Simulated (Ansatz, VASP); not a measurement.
## One calculation of Ge, two programs

The input INCAR:

```
SYSTEM = Ge
  AGGAC = 1.0
  AGGAX = 1.0
  ALDAC = 0.0
  ALDAX = 1.0
  ALGO = Normal
  EDIFF = 1E-6
  ENCUT = 520
  GGA = B5
  ISIF = 2
  ISMEAR = 0
  LASPH = .True.
  LCHARG = .False.
  LREAL = .False.
  LWAVE = .False.
  NBANDS = 36
  NELM = 60
  PREC = Accurate
  SIGMA = 0.15
```

Contents of KPOINTS:

```
k-points
0
Gamma
  6 6 6
  0 0 0
```

Contents of POSCAR:

```
Ge
1.0
    0.0000000000      2.8857400000      5.1156650000
    2.6304970000      0.0000000000      5.1156650000
    2.6304970000      2.8857400000      0.0000000000
Ge
4
Direct
    0.7818670000      0.7818670000      0.2181330000
    0.2181330000      0.2181330000      0.7818670000
    0.2735100000      0.7264900000      0.2735100000
    0.7264900000      0.2735100000      0.7264900000
```

Input for Ansatz:

```yaml
crystal:
  lattice:
    - [0.0, 2.88574, 5.115665]
    - [2.630497, 0.0, 5.115665]
    - [2.630497, 2.88574, 0.0]
  atoms:
    - { symbol: Ge, position: [0.781867, 0.781867, 0.218133] }
    - { symbol: Ge, position: [0.218133, 0.218133, 0.781867] }
    - { symbol: Ge, position: [0.27351, 0.72649, 0.27351] }
    - { symbol: Ge, position: [0.72649, 0.27351, 0.72649] }
basis:
  ecutwfc: 470.0
kpoints:
  mp_grid:
    grid: [6, 6, 6]
hamiltonian:
  xc: blyp
scf:
  occupations:
    method: gaussian
    width: 0.15
output:
  stress: true
```

Alike in both runs: task single point; functional BLYP; k mesh 6 × 6 × 6; occupations gaussian, width 0.15 eV; no spin polarisation.

|  | VASP | Ansatz |
| --- | --- | --- |
| version | VASP 6.6.1 | Ansatz 0.2.0 |
| potentials or method | VASP PAW PBE potentials, release 64 (Ge_d), cutoff 520 eV | plane waves, PAW |
| valence electrons in the cell | 56 | 56 |

|  | VASP | Ansatz | Ansatz less VASP |
| --- | --- | --- | --- |
| pressure (GPa) | 6.5 | 6.3 | -0.21 |
| traceless stress, the component that is largest in VASP (GPa) | 1.30 | 1.28 | -0.027 |

VASP's potentials were made for PBE, not for BLYP. With one functional, cell and mesh, what is left measures potentials, basis and numerics.
